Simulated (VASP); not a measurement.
A run of VASP 6.6.1 is set up as follows.

File INCAR:

```
ALGO = Fast ; EDIFF = 1E-7
ENCUT = 520 ; GGA = PE
ISIF = 2 ; ISMEAR = 0
LASPH = True ; LCHARG = False
LREAL = False ; LWAVE = False
NBANDS = 10 ; NELM = 100
PREC = Accurate ; SIGMA = 0.1
```

KPOINTS

```
k-points
0
Gamma
  14 14 14
```

Contents of POSCAR:

```
Na
1.0
   -2.0737449183      2.0737449183      2.0737449183
    2.0737449183     -2.0737449183      2.0737449183
    2.0737449183      2.0737449183     -2.0737449183
Na
1
Direct
    0.0000000000      0.0000000000      0.0000000000
```

Potentials or basis: VASP PAW PBE potentials, release 64 (Na_pv).

Run with:

```bash
$ cat potpaw_PBE.64/Na_pv/POTCAR > POTCAR
$ mpirun -np 1 vasp_std > vasp.out
```

Estimate the pressure.

0.3 GPa.
